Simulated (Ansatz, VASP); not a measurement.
## MgSe in VASP and in Ansatz

```
CELL_PARAMETERS angstrom
0.00000 2.73627 2.73627
2.73627 0.00000 2.73627
2.73627 2.73627 0.00000
ATOMIC_POSITIONS crystal
Mg 0.00000 0.00000 0.00000
Se 0.50000 0.50000 0.50000
```

Alike in both runs: task single point; functional PBE; k mesh 8 × 8 × 8; no spin polarisation.

```csv
,VASP,Ansatz
version,VASP 6.6.1,Ansatz 0.2.0
potentials or method,"VASP PAW PBE potentials, release 64 (Mg, Se)","plane waves, PAW"
plane-wave cutoff (eV),600,420
occupations,"gaussian, width 0.01 eV",fixed
valence electrons in the cell,8,26
```

Ansatz gave:

```
gap on the k mesh at the Fermi level (eV) : 1.80
```

**Question.** Which values does VASP return?

**Answer.** gap on the k mesh at the Fermi level (eV): 1.78.

VASP's potentials hold 8 valence electrons a cell and Ansatz's 26, so a difference there can come from the potentials and not from the codes.
